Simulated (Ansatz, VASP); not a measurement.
# One calculation of Ge4Pd, two programs

The input INCAR:

```
PREC     = Accurate       # precision mode
ENCUT    = 520            # plane-wave cutoff, eV
EDIFF    = 1E-6           # SCF threshold, eV
ISMEAR   = 0              # smearing method
SIGMA    = 0.1            # smearing width, eV
LREAL    = False          # projectors in reciprocal space
LASPH    = True           # aspherical terms in the spheres
NELM     = 150            # most SCF steps
ALGO     = Normal         # electronic algorithm
ISIF     = 2              # what is computed and relaxed
LWAVE    = False          # write WAVECAR
LCHARG   = False          # write CHGCAR
ISPIN    = 2              # spin polarisation
MAGMOM   = 0 0 0 0 1      # initial moments
LORBIT   = 11             # projections on sites
LMAXMIX  = 4              # l up to which the mixer works
GGA      = PE             # functional
NBANDS   = 45             # bands
```

Contents of KPOINTS:

```
Automatic mesh
0
Gamma
  4 4 6
```

File POSCAR:

```
Ge4Pd
1.0
    3.8030523251     -4.0338423117      0.0000000000
    3.8030523251      4.0338423117      0.0000000000
    0.0000000000      0.0000000000      3.1293150202
Ge Pd
4 1
Direct
    0.7217709896      0.7217709896      0.5000000000
    0.2782290104      0.2782290104      0.5000000000
    0.6849447770      0.3150552230      0.0000000000
    0.3150552230      0.6849447770      0.0000000000
    0.0000000000      0.0000000000      0.0000000000
```

Input for Ansatz:

```yaml
crystal:
  lattice:
    - [3.8030523251, -4.0338423117, 0.0]
    - [3.8030523251, 4.0338423117, 0.0]
    - [0.0, 0.0, 3.1293150202]
  atoms:
    - { symbol: Ge, position: [0.7217709896, 0.7217709896, 0.5] }
    - { symbol: Ge, position: [0.2782290104, 0.2782290104, 0.5] }
    - { symbol: Ge, position: [0.684944777, 0.315055223, 0.0] }
    - { symbol: Ge, position: [0.315055223, 0.684944777, 0.0] }
    - { symbol: Pd, position: [0.0, 0.0, 0.0], spin: 1.0 }
basis:
  ecutwfc: 420
kpoints:
  mp_grid: { grid: [4, 4, 6] }
hamiltonian:
  xc: pbe
scf:
  occupations: { method: gaussian, width: 0.1 }
  lower_state_search: "off"
output:
  forces: true
  stress: true
  eigenvalues: true
  populations: true
magnetization:
  spin_polarized: true
```

Change from the starting cell: species swapped into the OsCl4 type (Cmmm, No. 65).

Alike in both runs: task single point; functional PBE; k mesh 4 × 4 × 6; occupations gaussian, width 0.1 eV; collinear spin.

|  | VASP | Ansatz |
| --- | --- | --- |
| version | VASP 6.6.1 | Ansatz 0.2.0 |
| potentials or method | VASP PAW PBE potentials, release 64 (Ge_d, Pd), cutoff 520 eV | scalar-relativistic, plane waves, PAW |
| valence electrons in the cell | 66 | 74 |

|  | VASP | Ansatz | Ansatz less VASP |
| --- | --- | --- | --- |
| gap on the k mesh at the Fermi level (eV) | none | none | - |
| pressure (GPa) | 0.1 | 0.0 | -0.12 |
| traceless stress, the component that is largest in VASP (GPa) | 0.09 | 0.09 | -0.005 |
| rms of the force components (eV/Å) | 0.005 | 0.004 | -0.0003 |
| net moment per atom (μB) | 0.00 | 0.00 | 0.000 |

Atom by atom the forces differ by 0.001 eV/Å (rms over components). A gap of «none» marks a metal or a gap that the smearing closes. VASP's potentials hold 66 valence electrons a cell and Ansatz's 74, so a difference there can come from the potentials and not from the codes. Ansatz's warnings: seeded moment not kept.
